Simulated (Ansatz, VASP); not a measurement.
## One calculation of Ge, two programs

```
CELL_PARAMETERS angstrom
2.44018 -2.04104 0.00000
2.44018 2.04104 0.00000
0.00000 0.00000 7.79633
ATOMIC_POSITIONS crystal
Ge 0.75185 0.24815 0.12467
Ge 0.74815 0.25185 0.62467
Ge 0.24815 0.75185 0.87533
Ge 0.25185 0.74815 0.37533
```

Alike in both runs: functional PBE; k mesh 6 × 6 × 2; occupations gaussian, width 0.1 eV; no spin polarisation.

Ansatz relaxed the structure, and its values are those at the end. VASP's run is a single point on that final structure, the one shown.

```csv
,VASP,Ansatz
version,VASP 6.6.1,Ansatz 0.2.0
potentials or method,"VASP PAW PBE potentials, release 64 (Ge_d), cutoff 520 eV","scalar-relativistic, plane waves, PAW"
valence electrons in the cell,56,56
```

VASP gave:

```
gap on the k mesh at the Fermi level (eV) : none
pressure (GPa)                            : -0.2
rms of the force components (eV/Å)        : 0.017
```

**Question.** Which values does Ansatz return?

**Answer.** gap on the k mesh at the Fermi level (eV): none; pressure (GPa): -0.1; rms of the force components (eV/Å): 0.017.

A gap of «none» marks a metal or a gap that the smearing closes. The functional is the same, so the differences come from potentials, cutoffs and numerics.

The k mesh is coarse, so the values compare programs but aren't converged.
